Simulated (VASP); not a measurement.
# Li3HSe (Pm-3m) in VASP: a series of runs

Li3HSe is run at these levels: r2SCAN; tasks: single point.

Everything below comes from runs of VASP 6.6.1. Logs are shortened: lines on timing, memory, paths and dates and some standing lists are left out, and cuts for length are marked.

## 1. The cell of the first run

It takes space group Pm-3m (No. 221, cubic). The conventional cell has a = 3.894 Å, b = 3.894 Å, c = 3.894 Å, α = 90.00°, β = 90.00°, γ = 90.00°. Within 2.6 Å of Li (site symmetry 4/mmm) lie 2 H at 1.95 Å. Within 2.6 Å of H (site symmetry m-3m) lie 6 Li at 1.95 Å. Se (site symmetry m-3m) has 12 Li at 2.75 Å and 8 H at 3.37 Å within 3.6 Å.

## 2. Single point, r2SCAN (11.81 Å³/atom)

Input file POSCAR:

```
Li3HSe
1.0
    3.8943819988      0.0000000000      0.0000000000
    0.0000000000      3.8943819988      0.0000000000
    0.0000000000      0.0000000000      3.8943819988
Li H Se
3 1 1
Direct
    0.0000000000      0.5000000000      0.5000000000
    0.5000000000      0.0000000000      0.5000000000
    0.5000000000      0.5000000000      0.0000000000
    0.5000000000      0.5000000000      0.5000000000
    0.0000000000      0.0000000000      0.0000000000
```

Input file INCAR.step1:

```
PREC = Accurate
ENCUT = 520
ISMEAR = 0
SIGMA = 0.01
LREAL = F
LASPH = T
NELM = 100
NBANDS = 16
GGA = PE
ALGO = Normal
EDIFF = 1E-4
LWAVE = T
LCHARG = F
```

Input file INCAR.step2:

```
PREC = Accurate
ENCUT = 520
EDIFF = 1E-6
ISMEAR = 0
SIGMA = 0.01
LREAL = F
LASPH = T
NELM = 100
ALGO = Normal
ISIF = 2
LWAVE = F
LCHARG = F
METAGGA = R2SCAN
LMIXTAU = T
NBANDS = 16
ISTART = 1
```

Input file KPOINTS:

```
Automatic mesh
0
Gamma
  6 6 6
```

Potentials or basis: VASP PAW PBE potentials, release 64 (Li_sv, H, Se).

Command:

```
$ cat potpaw_PBE.64/Li_sv/POTCAR potpaw_PBE.64/H/POTCAR potpaw_PBE.64/Se/POTCAR > POTCAR
$ cp INCAR.step1 INCAR
$ mpirun -np 1 vasp_std > vasp.out
$ cp INCAR.step2 INCAR
$ mpirun -np 1 vasp_std > vasp.out
```

OUTCAR:

```text
PREC = Accurate
   ENCUT = 520
   EDIFF = 1E-6
   ISMEAR = 0
   LREAL = F
   LASPH = T
   NELM = 100
   ISIF = 2
   METAGGA = R2SCAN
   ISTART = 1

 ion  position               nearest neighbor table
   1  0.000  0.500  0.500-
   2  0.500  0.000  0.500-
   3  0.500  0.500  0.000-
   4  0.500  0.500  0.500-
   5  0.000  0.000  0.000-

  LATTYP: Found a simple cubic cell.
 ALAT       =     3.8943819988

  Lattice vectors:

 A1 = (   3.8943819988,   0.0000000000,   0.0000000000)
 A2 = (   0.0000000000,   3.8943819988,   0.0000000000)
 A3 = (   0.0000000000,   0.0000000000,   3.8943819988)

Analysis of symmetry for initial positions (statically):
=====================================================================
 Subroutine PRICEL returns:
 Original cell was already a primitive cell.

 Routine SETGRP: Setting up the symmetry group for a
 simple cubic supercell.

 Subroutine GETGRP returns: Found 48 space group operations
 (whereof 48 operations were pure point group operations)
 out of a pool of 48 trial point group operations.

The static configuration has the point symmetry O_h .

Analysis of symmetry for dynamics (positions and initial velocities):
=====================================================================
 Subroutine PRICEL returns:
 Original cell was already a primitive cell.

 Routine SETGRP: Setting up the symmetry group for a
 simple cubic supercell.

 Subroutine GETGRP returns: Found 48 space group operations
 (whereof 48 operations were pure point group operations)
 out of a pool of 48 trial point group operations.

The dynamic configuration has the point symmetry O_h .

 Subroutine INISYM returns: Found 48 space group operations
 (whereof 48 operations are pure point group operations),
 and found     1 'primitive' translations

----------------------------------------------------------------------------------------

                                     Primitive cell

  volume of cell :      59.0630

  direct lattice vectors                    reciprocal lattice vectors
     3.894381999  0.000000000  0.000000000     0.256780152  0.000000000  0.000000000
     0.000000000  3.894381999  0.000000000     0.000000000  0.256780152  0.000000000
     0.000000000  0.000000000  3.894381999     0.000000000  0.000000000  0.256780152

  length of vectors
     3.894381999  3.894381999  3.894381999     0.256780152  0.256780152  0.256780152

  position of ions in fractional coordinates (direct lattice)
     0.000000000  0.500000000  0.500000000
     0.500000000  0.000000000  0.500000000
     0.500000000  0.500000000  0.000000000
     0.500000000  0.500000000  0.500000000
     0.000000000  0.000000000  0.000000000

  ion indices of the primitive-cell ions
   primitive index   ion index
                 1           1
                 2           2
                 3           3
                 4           4
                 5           5

----------------------------------------------------------------------------------------

 KPOINTS: Automatic mesh

Automatic generation of k-mesh.
 Grid dimensions read from file:
 generate k-points for:    6    6    6

 Generating k-lattice:

  Cartesian coordinates                     Fractional coordinates (reciprocal lattice)
     0.042796692  0.000000000  0.000000000     0.166666667  0.000000000  0.000000000
     0.000000000  0.042796692  0.000000000     0.000000000  0.166666667  0.000000000
     0.000000000  0.000000000  0.042796692     0.000000000  0.000000000  0.166666667

  Length of vectors
     0.042796692  0.042796692  0.042796692

  Shift w.r.t. Gamma in fractional coordinates (k-lattice)
     0.000000000  0.000000000  0.000000000

 Subroutine IBZKPT returns following result:
 ===========================================

 Found     20 irreducible k-points:

 Following reciprocal coordinates:
            Coordinates               Weight
  0.000000  0.000000  0.000000      1.000000
  0.166667  0.000000  0.000000      6.000000
  0.333333  0.000000  0.000000      6.000000
  0.500000  0.000000  0.000000      3.000000
  0.166667  0.166667  0.000000     12.000000
  0.333333  0.166667  0.000000     24.000000
[... 12 lines left out ...]
  0.500000  0.500000  0.333333      6.000000
  0.500000  0.500000  0.500000      1.000000
   k-points           NKPTS =     20   k-points in BZ     NKDIM =     20   number of bands    NBANDS=     16
   number of dos      NEDOS =    301   number of ions     NIONS =      5
   total plane-waves  NPLWV =  27000
   dimension x,y,z NGX =    30 NGY =   30 NGZ =   30
   dimension x,y,z NGXF=    60 NGYF=   60 NGZF=   60
   ions per type =               3   1   1
   NGX,Y,Z   is equivalent  to a cutoff of  12.81, 12.81, 12.81 a.u.
   NGXF,Y,Z  is equivalent  to a cutoff of  25.61, 25.61, 25.61 a.u.
 SYSTEM =  unknown system
   PREC   = accura    normal or accurate (medium, high low for compatibility)
   ISTART =      1    job   : 0-new  1-cont  2-samecut
   ICHARG =      0    charge: 1-file 2-atom 10-const
   ISPIN  =      1    spin polarized calculation?
   LNONCOLLINEAR =      F non collinear calculations
   LSORBIT =      F    spin-orbit coupling
   LASPH  =      T    aspherical Exc in radial PAW
   ENCUT  =  520.0 eV  38.22 Ry    6.18 a.u.   7.24  7.24  7.24*2*pi/ulx,y,z
   NELM   =    100;   NELMIN=  2; NELMDL=  0     # of ELM steps
   EDIFF  = 0.1E-05   stopping-criterion for ELM
   LREAL  =      F    real-space projection
   EDIFFG = 0.1E-04   stopping-criterion for IOM
   NSW    =      0    number of steps for IOM
   IBRION =     -1    ionic relax: 0-MD 1-quasi-New 2-CG
   NFREE  =      0    steps in history (QN), initial steepest desc. (CG)
   ISIF   =      2    stress and relaxation
   ISYM   =      2    0-nonsym 1-usesym 2-fastsym
   POTIM  = 0.5000    time-step for ionic-motion
   TEBEG  =    0.0;   TEEND  =   0.0 temperature during run
   PSTRESS=    0.0 pullay stress
   NELECT =      16.0000    total number of electrons
   NUPDOWN=      -1.0000    fix difference up-down
   EMIN   =  10.00;   EMAX   =-10.00  energy-range for DOS
   EFERMI =   0.00;   METHOD = LEGACY
   ISMEAR =     0;   SIGMA  =   0.01  broadening in eV -4-tet -1-fermi 0-gaus
   EFERMI_NEDOS =   21; number of points for ismear=-14 and -15
   IALGO  =     38    algorithm
   IMIX   =      4    mixing-type and parameters
     AMIX     =   0.40;   BMIX     =  1.00
     AMIX_MAG =   1.60;   BMIX_MAG =  1.00
  volume/ion in A,a.u.               =      11.81        79.72
  Fermi-wavevector in a.u.,A,eV,Ry     =   1.059277  2.001744 15.266663  1.122068
  Thomas-Fermi vector in A             =   2.194617
   LORBIT       =      0    0 simple, 1 ext, 2 COOP (PROOUT), +10 PAW based schemes
   METAGGA = R2SCAN    functional components
   LHFCALC =     F    Hartree Fock is set to
   AEXX    =    0.0000 exact exchange contribution
   IVDW    =     0    specifies the selected vdW correction
   LEPSILON=     F    determine dielectric tensor
   LRPA    =     F    only Hartree local field effects (RPA)
 non-spin polarized calculation
 Gauss-broadening in eV      SIGMA  =   0.01
  energy-cutoff  :      520.00
  volume of cell :       59.06
 maximum number of plane-waves:      1622
 NGX is ok and might be reduce to    30
   NGX = 15   NGY = 15   NGZ = 15

 number of electron      15.9999979 magnetization

 Free energy of the ion-electron system (eV)
  ---------------------------------------------------
  ext. energy  EPLUGINS =         0.00000000
  ---------------------------------------------------
  free energy    TOTEN  =       -30.08683188 eV

  energy without entropy =      -30.08683188  energy(sigma->0) =      -30.08683188

 E-fermi :   2.2813     XC(G=0):  -9.5044

 val. band max:        2.1043107076   @ k =   0.5000   0.5000   0.0000
 cond. band min:       6.5689026800   @ k =   0.5000   0.0000   0.0000
 fundamental gap:      4.4645919724
 Fermi energy:         2.2812821368

 k-point     1 :       0.0000    0.0000    0.0000
  band No.  band energies     occupation
      1     -44.5940      2.00000
      2     -44.5368      2.00000
      3     -44.5368      2.00000
      4     -10.2649      2.00000
      5      -0.7093      2.00000
      6       0.8347      2.00000
[... 8 lines left out ...]
     15      14.4724      0.00000
     16      14.4725      0.00000

 k-point     2 :       0.1667    0.0000    0.0000
  band No.  band energies     occupation
      1     -44.5904      2.00000
      2     -44.5401      2.00000
      3     -44.5369      2.00000
      4     -10.1921      2.00000
      5      -1.3637      2.00000
      6       0.9880      2.00000
[... 8 lines left out ...]
     15      13.1744      0.00000
     16      13.1744      0.00000

 k-point     3 :       0.3333    0.0000    0.0000
  band No.  band energies     occupation
      1     -44.5815      2.00000
      2     -44.5485      2.00000
      3     -44.5367      2.00000
      4     -10.0358      2.00000
      5      -2.3110      2.00000
      6       1.3446      2.00000
[... 8 lines left out ...]
     15      13.4254      0.00000
     16      15.0790      0.00000

 k-point     4 :       0.5000    0.0000    0.0000
  band No.  band energies     occupation
      1     -44.5746      2.00000
      2     -44.5554      2.00000
      3     -44.5366      2.00000
      4      -9.9514      2.00000
      5      -2.7089      2.00000
      6       1.4417      2.00000
[... 8 lines left out ...]
     15      15.8151      0.00000
     16      15.8156      0.00000
[... 248 lines left out ...]
 k-point    18 :       0.5000    0.3333    0.3333
  band No.  band energies     occupation
      1     -44.5595      2.00000
      2     -44.5547      2.00000
      3     -44.5501      2.00000
      4      -9.4321      2.00000
      5      -1.7746      2.00000
      6      -0.6493      2.00000
[... 8 lines left out ...]
     15      15.6195      0.00000
     16      17.2223      0.00000

 k-point    19 :       0.5000    0.5000    0.3333
  band No.  band energies     occupation
      1     -44.5547      2.00000
      2     -44.5547      2.00000
      3     -44.5547      2.00000
      4      -9.3298      2.00000
      5      -1.5761      2.00000
      6      -0.8863      2.00000
[... 8 lines left out ...]
     15      15.2750      0.00000
     16      18.2148      0.00000

 k-point    20 :       0.5000    0.5000    0.5000
  band No.  band energies     occupation
      1     -44.5545      2.00000
      2     -44.5545      2.00000
      3     -44.5545      2.00000
      4      -9.2218      2.00000
      5      -1.5800      2.00000
      6      -0.8382      2.00000
[... 8 lines left out ...]
     15      16.8959      0.00000
     16      19.1313      0.00000

------------------------ aborting loop because EDIFF is reached ----------------------------------------

  FORCE on cell =-STRESS in cart. coord.  units (eV):
  Direction    XX          YY          ZZ          XY          YZ          ZX
  --------------------------------------------------------------------------------------
  -------------------------------------------------------------------------------------
  Total        0.3179024      0.3179024      0.3179024      0.0000000      0.0000000      0.0000000
  in kB        8.6236022      8.6236022      8.6236022      0.0000000      0.0000000      0.0000000
  external PRESSURE =       8.6236022 kB  Pullay stress =       0.0000000 kB

 VOLUME and BASIS-vectors are now :
 -----------------------------------------------------------------------------
  energy-cutoff  :      520.00
  volume of cell :       59.06
      direct lattice vectors                 reciprocal lattice vectors
     3.894381999  0.000000000  0.000000000     0.256780152  0.000000000  0.000000000
     0.000000000  3.894381999  0.000000000     0.000000000  0.256780152  0.000000000
     0.000000000  0.000000000  3.894381999     0.000000000  0.000000000  0.256780152

 POSITION                                       TOTAL-FORCE (eV/Angst)
 -----------------------------------------------------------------------------------
      0.00000      1.94719      1.94719         0.000000      0.000000      0.000000
      1.94719      0.00000      1.94719         0.000000      0.000000      0.000000
      1.94719      1.94719      0.00000         0.000000      0.000000      0.000000
      1.94719      1.94719      1.94719         0.000000      0.000000      0.000000
      0.00000      0.00000      0.00000         0.000000      0.000000      0.000000
 -----------------------------------------------------------------------------------
    total drift:                                0.000000      0.000000     -0.000000

  FREE ENERGIE OF THE ION-ELECTRON SYSTEM (eV)
  ---------------------------------------------------
  free  energy   TOTEN  =       -30.0868318805 eV

  energy  without entropy=      -30.0868318805  energy(sigma->0) =      -30.08683188
```

It took 72 s on 1 thread of AMD EPYC 7R13 (Zen 3), shared host; peak memory 0.14 GiB.

Results:

| Item | Value |
| --- | --- |
| Free energy | -30.0868 eV |
| Band gap on the k mesh | 4.46 eV (least direct gap 5.01 eV) |

Caveat: the cutoff is under 1.25 times the usual one of these potentials, so pressure, stress and relaxed cells hold a basis-set (Pulay) error; the PAW data sets were made with another functional, which shifts forces and pressure a little. A k mesh can miss the band edges.

## 3. Single point, r2SCAN

This run uses another cell than the first one, of 12.18 Å³/atom.

POSCAR, as its differences from that of step 2:

```diff
@@ -2,5 +2,5 @@
 1.0
-    3.8943819988      0.0000000000      0.0000000000
-    0.0000000000      3.8943819988      0.0000000000
-    0.0000000000      0.0000000000      3.8943819988
+    3.9341233355      0.0000000000      0.0000000000
+    0.0000000000      3.9341233355      0.0000000000
+    0.0000000000      0.0000000000      3.9341233355
 Li H Se
```

Input file INCAR.step1:

```
SYSTEM = Li3HSe
ALGO = Normal
EDIFF = 1E-4
ENCUT = 520
GGA = PE
ISMEAR = 0
LASPH = .True.
LCHARG = .False.
LREAL = .False.
LWAVE = .True.
NBANDS = 16
NELM = 60
PREC = Accurate
SIGMA = 0.01
```

Input file INCAR.step2:

```
SYSTEM = Li3HSe
ALGO = Normal
EDIFF = 1E-6
ENCUT = 520
ISIF = 2
ISMEAR = 0
ISTART = 1
LASPH = .True.
LCHARG = .False.
LMIXTAU = .True.
LREAL = .False.
LWAVE = .False.
METAGGA = R2SCAN
NBANDS = 16
NELM = 60
PREC = Accurate
SIGMA = 0.01
```

Input file KPOINTS:

```
k-points
0
Gamma
  6 6 6
  0 0 0
```

Potentials or basis: VASP PAW PBE potentials, release 64 (Li_sv, H, Se).

Command:

```
$ cat potpaw_PBE.64/Li_sv/POTCAR potpaw_PBE.64/H/POTCAR potpaw_PBE.64/Se/POTCAR > POTCAR
$ cp INCAR.step1 INCAR
$ mpirun -np 1 vasp_std > vasp.out
$ cp INCAR.step2 INCAR
$ mpirun -np 1 vasp_std > vasp.out
```

Wall time 79 s (1 thread of AMD EPYC 7R13 (Zen 3), shared host); peak memory 0.15 GiB.

It converged, with:

| Quantity | Value |
| --- | --- |
| Free energy | -30.0891 eV |
| Band gap on the k mesh | 4.33 eV (least direct gap 4.85 eV) |

Levels at points of the mesh, in eV from the valence-band top:
```tsv
k point	band 4	band 5	band 6	band 7	band 8	band 9	band 10	band 11	band 12	band 13
(0.00, 0.00, 0.00)	-12.26	-2.81	-1.21	-1.21	-1.21	6.45	6.45	7.67	7.67	7.67
(0.50, 0.00, 0.00)	-11.96	-4.70	-0.65	-0.52	-0.52	4.33	5.06	5.06	5.85	11.71
(0.50, 0.50, 0.00)	-11.65	-3.59	-3.01	-3.01	0.00	5.09	7.40	7.40	7.63	8.33
(0.50, 0.50, 0.50)	-11.28	-3.60	-2.83	-2.83	-2.83	4.94	4.94	4.94	11.63	11.63
```

Caveat: the cutoff is under 1.25 times the usual one of these potentials, so pressure, stress and relaxed cells hold a basis-set (Pulay) error; the PAW data sets were made with another functional, which shifts forces and pressure a little. A k mesh can miss the band edges.
